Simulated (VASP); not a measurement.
# MgS (Fm-3m) in VASP: a series of runs

The runs below take MgS through electric field gradients, with PBE.

All numbers are computed with VASP 6.6.1; they aren't measurements. Logs are shortened: lines on timing, memory, paths and dates and some standing lists are left out, and cuts for length are marked.

## 1. The cell of the first run

It takes space group Fm-3m (No. 225, cubic). Conventional cell: a = 5.272 Å, b = 5.272 Å, c = 5.272 Å, α = 90.00°, β = 90.00°, γ = 90.00°. Mg (site symmetry m-3m) has 6 S at 2.64 Å within 3.5 Å. S (site symmetry m-3m) has 6 Mg at 2.64 Å within 3.5 Å.

## 2. Electric field gradients, PBE (volume scaled by 1.04)

INCAR reads:

```
SYSTEM = MgS
PREC = Accurate ; ENCUT = 520
EDIFF = 1E-8 ; ISMEAR = -1
SIGMA = 0.01 ; LREAL = .False.
LASPH = .True. ; NELM = 80
ALGO = Normal ; ISIF = 2
LWAVE = .False. ; LCHARG = .False.
GGA = PE ; LEFG = .True.
NBANDS = 11
```

KPOINTS reads:

```
regular mesh
0
Gamma
  8 8 8
  0 0 0
```

POSCAR reads:

```
MgS
1.0
    0.0000000000      2.6358861630      2.6358861630
    2.6358861630      0.0000000000      2.6358861630
    2.6358861630      2.6358861630      0.0000000000
Mg S
1 1
Direct
    0.0000000000      0.0000000000      0.0000000000
    0.5000000000      0.5000000000      0.5000000000
```

Potentials or basis: VASP PAW PBE potentials, release 64 (Mg, S).

Command:

```sh
$ cat potpaw_PBE.64/Mg/POTCAR potpaw_PBE.64/S/POTCAR > POTCAR
$ mpirun -np 1 vasp_std > vasp.out
```

OUTCAR:

```text
SYSTEM = MgS
   PREC = Accurate
   ENCUT = 520
   EDIFF = 1E-8
   ISMEAR = -1
   LREAL = .False.
   LASPH = .True.
   NELM = 80
   ISIF = 2
   GGA = PE

 ion  position               nearest neighbor table
   1  0.000  0.000  0.000-   2 2.64   2 2.64   2 2.64   2 2.64   2 2.64   2 2.64
   2  0.500  0.500  0.500-   1 2.64   1 2.64   1 2.64   1 2.64   1 2.64   1 2.64

  LATTYP: Found a face centered cubic cell.
 ALAT       =     5.2717723260

  Lattice vectors:

 A1 = (   0.0000000000,   2.6358861630,   2.6358861630)
 A2 = (   2.6358861630,   0.0000000000,   2.6358861630)
 A3 = (   2.6358861630,   2.6358861630,   0.0000000000)

Analysis of symmetry for initial positions (statically):
=====================================================================
 Subroutine PRICEL returns:
 Original cell was already a primitive cell.

 Routine SETGRP: Setting up the symmetry group for a
 face centered cubic supercell.

 Subroutine GETGRP returns: Found 48 space group operations
 (whereof 48 operations were pure point group operations)
 out of a pool of 48 trial point group operations.

The static configuration has the point symmetry O_h .

Analysis of symmetry for dynamics (positions and initial velocities):
=====================================================================
 Subroutine PRICEL returns:
 Original cell was already a primitive cell.

 Routine SETGRP: Setting up the symmetry group for a
 face centered cubic supercell.

 Subroutine GETGRP returns: Found 48 space group operations
 (whereof 48 operations were pure point group operations)
 out of a pool of 48 trial point group operations.

The dynamic configuration has the point symmetry O_h .

 Subroutine INISYM returns: Found 48 space group operations
 (whereof 48 operations are pure point group operations),
 and found     1 'primitive' translations

----------------------------------------------------------------------------------------

                                     Primitive cell

  volume of cell :      36.6277

  direct lattice vectors                    reciprocal lattice vectors
     0.000000000  2.635886163  2.635886163    -0.189689527  0.189689527  0.189689527
     2.635886163  0.000000000  2.635886163     0.189689527 -0.189689527  0.189689527
     2.635886163  2.635886163  0.000000000     0.189689527  0.189689527 -0.189689527

  length of vectors
     3.727705961  3.727705961  3.727705961     0.328551899  0.328551899  0.328551899

  position of ions in fractional coordinates (direct lattice)
     0.000000000  0.000000000  0.000000000
     0.500000000  0.500000000  0.500000000

  ion indices of the primitive-cell ions
   primitive index   ion index
                 1           1
                 2           2

----------------------------------------------------------------------------------------

 KPOINTS: regular mesh

Automatic generation of k-mesh.
 Grid dimensions read from file:
 generate k-points for:    8    8    8

 Generating k-lattice:

  Cartesian coordinates                     Fractional coordinates (reciprocal lattice)
    -0.023711191  0.023711191  0.023711191     0.125000000  0.000000000  0.000000000
     0.023711191 -0.023711191  0.023711191     0.000000000  0.125000000  0.000000000
     0.023711191  0.023711191 -0.023711191     0.000000000  0.000000000  0.125000000

  Length of vectors
     0.041068987  0.041068987  0.041068987

  Shift w.r.t. Gamma in fractional coordinates (k-lattice)
     0.000000000  0.000000000  0.000000000

 Subroutine IBZKPT returns following result:
 ===========================================

 Found     29 irreducible k-points:

 Following reciprocal coordinates:
            Coordinates               Weight
  0.000000  0.000000  0.000000      1.000000
  0.125000  0.000000  0.000000      8.000000
  0.250000  0.000000  0.000000      8.000000
  0.375000  0.000000  0.000000      8.000000
  0.500000  0.000000  0.000000      4.000000
  0.125000  0.125000  0.000000      6.000000
[... 16 lines left out ...]
  0.500000  0.250000  0.125000     48.000000
 -0.375000  0.250000  0.125000     24.000000
 [... further k-points ...]
   k-points           NKPTS =     29   k-points in BZ     NKDIM =     29   number of bands    NBANDS=     11
   number of dos      NEDOS =    301   number of ions     NIONS =      2
   total plane-waves  NPLWV =  21952
   dimension x,y,z NGX =    28 NGY =   28 NGZ =   28
   dimension x,y,z NGXF=    56 NGYF=   56 NGZF=   56
   ions per type =               1   1
   NGX,Y,Z   is equivalent  to a cutoff of  12.49, 12.49, 12.49 a.u.
   NGXF,Y,Z  is equivalent  to a cutoff of  24.97, 24.97, 24.97 a.u.
 SYSTEM =  MgS
   PREC   = accura    normal or accurate (medium, high low for compatibility)
   ISTART =      0    job   : 0-new  1-cont  2-samecut
   ICHARG =      2    charge: 1-file 2-atom 10-const
   ISPIN  =      1    spin polarized calculation?
   LNONCOLLINEAR =      F non collinear calculations
   LSORBIT =      F    spin-orbit coupling
   LASPH  =      T    aspherical Exc in radial PAW
   ENCUT  =  520.0 eV  38.22 Ry    6.18 a.u.   6.93  6.93  6.93*2*pi/ulx,y,z
   NELM   =     80;   NELMIN=  2; NELMDL= -5     # of ELM steps
   EDIFF  = 0.1E-07   stopping-criterion for ELM
   LREAL  =      F    real-space projection
   EDIFFG = 0.1E-06   stopping-criterion for IOM
   NSW    =      0    number of steps for IOM
   IBRION =     -1    ionic relax: 0-MD 1-quasi-New 2-CG
   NFREE  =      0    steps in history (QN), initial steepest desc. (CG)
   ISIF   =      2    stress and relaxation
   ISYM   =      2    0-nonsym 1-usesym 2-fastsym
   POTIM  = 0.5000    time-step for ionic-motion
   TEBEG  =    0.0;   TEEND  =   0.0 temperature during run
   PSTRESS=    0.0 pullay stress
   NELECT =       8.0000    total number of electrons
   NUPDOWN=      -1.0000    fix difference up-down
   EMIN   =  10.00;   EMAX   =-10.00  energy-range for DOS
   EFERMI =   0.00;   METHOD = LEGACY
   ISMEAR =    -1;   SIGMA  =   0.01  broadening in eV -4-tet -1-fermi 0-gaus
   EFERMI_NEDOS =   21; number of points for ismear=-14 and -15
   IALGO  =     38    algorithm
   IMIX   =      4    mixing-type and parameters
     AMIX     =   0.40;   BMIX     =  1.00
     AMIX_MAG =   1.60;   BMIX_MAG =  1.00
  volume/ion in A,a.u.               =      18.31       123.59
  Fermi-wavevector in a.u.,A,eV,Ry     =   0.985904  1.863089 13.224967  0.972008
  Thomas-Fermi vector in A             =   2.117246
   LORBIT       =      0    0 simple, 1 ext, 2 COOP (PROOUT), +10 PAW based schemes
   GGA     = PE    functional components
[... 5 lines left out ...]
 non-spin polarized calculation
  energy-cutoff  :      520.00
  volume of cell :       36.63
 maximum number of plane-waves:       998
   NGX = 13   NGY = 13   NGZ = 13

 number of electron       8.0000001 magnetization

 Free energy of the ion-electron system (eV)
  ---------------------------------------------------
  ext. energy  EPLUGINS =         0.00000000
  ---------------------------------------------------
  free energy    TOTEN  =        -8.49687905 eV

  energy without entropy =       -8.49687905  energy(sigma->0) =       -8.49687905

 E-fermi :   3.6452     XC(G=0):  -9.5275

 val. band max:        3.3830372203   @ k =   0.0000   0.0000   0.0000
 cond. band min:       6.0721214231   @ k =   0.5000   0.5000   0.0000
 fundamental gap:      2.6890842029
 Fermi energy:         3.6451538264

 k-point     1 :       0.0000    0.0000    0.0000
  band No.  band energies     occupation
      1      -9.0670      2.00000
      2       3.3830      2.00000
      3       3.3830      2.00000
      4       3.3830      2.00000
      5       6.7911      0.00000
      6      11.3587      0.00000
      7      11.3587      0.00000
      8      11.3587      0.00000
      9      13.6865      0.00000
     10      13.6865      0.00000
     11      15.8263      0.00000

 k-point     2 :       0.1250    0.0000    0.0000
  band No.  band energies     occupation
      1      -8.9254      2.00000
      2       2.3598      2.00000
      3       3.2901      2.00000
      4       3.2901      2.00000
      5       7.6080      0.00000
      6      11.0097      0.00000
      7      11.5863      0.00000
      8      11.5863      0.00000
      9      13.0230      0.00000
     10      13.0230      0.00000
     11      15.7837      0.00000
[... 295 lines left out ...]
 k-point    24 :      -0.3750    0.2500    0.1250
  band No.  band energies     occupation
      1      -7.6791      2.00000
      2      -0.7315      2.00000
      3       1.3630      2.00000
      4       2.3031      2.00000
      5       8.8525      0.00000
      6       9.4075      0.00000
      7      11.6739      0.00000
      8      12.6080      0.00000
      9      15.4754      0.00000
     10      16.3517      0.00000
     11      18.7048      0.00000

 [... further k-points ...]
[... 5 lines left out ...]
  --------------------------------------------------------------------------------------
  -------------------------------------------------------------------------------------
  Total       -0.4509319     -0.4509319     -0.4509319      0.0000000      0.0000000     -0.0000000
  in kB      -19.7247546    -19.7247546    -19.7247546      0.0000000      0.0000000     -0.0000000
  external PRESSURE =     -19.7247546 kB  Pullay stress =       0.0000000 kB

 VOLUME and BASIS-vectors are now :
 -----------------------------------------------------------------------------
  energy-cutoff  :      520.00
  volume of cell :       36.63
      direct lattice vectors                 reciprocal lattice vectors
     0.000000000  2.635886163  2.635886163    -0.189689527  0.189689527  0.189689527
     2.635886163  0.000000000  2.635886163     0.189689527 -0.189689527  0.189689527
     2.635886163  2.635886163  0.000000000     0.189689527  0.189689527 -0.189689527

 POSITION                                       TOTAL-FORCE (eV/Angst)
 -----------------------------------------------------------------------------------
      0.00000      0.00000      0.00000        -0.000000     -0.000000     -0.000000
      2.63589      2.63589      2.63589         0.000000      0.000000      0.000000
 -----------------------------------------------------------------------------------
    total drift:                                0.000000      0.000000      0.000000

  FREE ENERGIE OF THE ION-ELECTRON SYSTEM (eV)
  ---------------------------------------------------
  free  energy   TOTEN  =        -8.4968790503 eV

  energy  without entropy=       -8.4968790503  energy(sigma->0) =       -8.49687905

 Electric field gradients (V/A^2)
---------------------------------------------------------------------
 ion       V_xx      V_yy      V_zz      V_xy      V_xz      V_yz
---------------------------------------------------------------------
   1      -0.000    -0.000    -0.000    -0.000    -0.000    -0.000
   2      -0.000     0.000    -0.000    -0.000    -0.000    -0.000
---------------------------------------------------------------------

 Electric field gradients after diagonalization (V/A^2)
 (convention: |V_zz| > |V_xx| > |V_yy|)
----------------------------------------------------------------------
 ion       V_xx      V_yy      V_zz     asymmetry (V_yy - V_xx)/ V_zz
----------------------------------------------------------------------
   1       0.000     0.000    -0.000       0.000
   2       0.000     0.000    -0.001       0.000
----------------------------------------------------------------------

           NMR quadrupolar parameters

 Cq : quadrupolar parameter    Cq=e*Q*V_zz/h
 eta: asymmetry parameters     (V_yy - V_xx)/ V_zz
 Q  : nuclear electric quadrupole moment in mb (millibarn)
----------------------------------------------------------------------
 ion       Cq(MHz)       eta       Q (mb)
----------------------------------------------------------------------
   1      -0.000       0.000       1.000
   2      -0.000       0.000       1.000
----------------------------------------------------------------------
```

Run time: 15 s. Hardware: 1 thread of Intel Xeon Platinum 8259CL at 2.50GHz (Skylake/Cascade Lake), shared host; peak memory 0.16 GiB.

What came out:

```yaml
Free_energy: -8.4969 eV
Pressure: -2.0 GPa
Band_gap_on_the_k_mesh: 2.69 eV, indirect (least direct gap 3.41 eV)
```

Caveat: without QUAD_EFG the Cq values of the log hold for a quadrupole moment of 1 mb, not for the nuclei. A k mesh can miss the band edges.

[end of part 1 of 3]
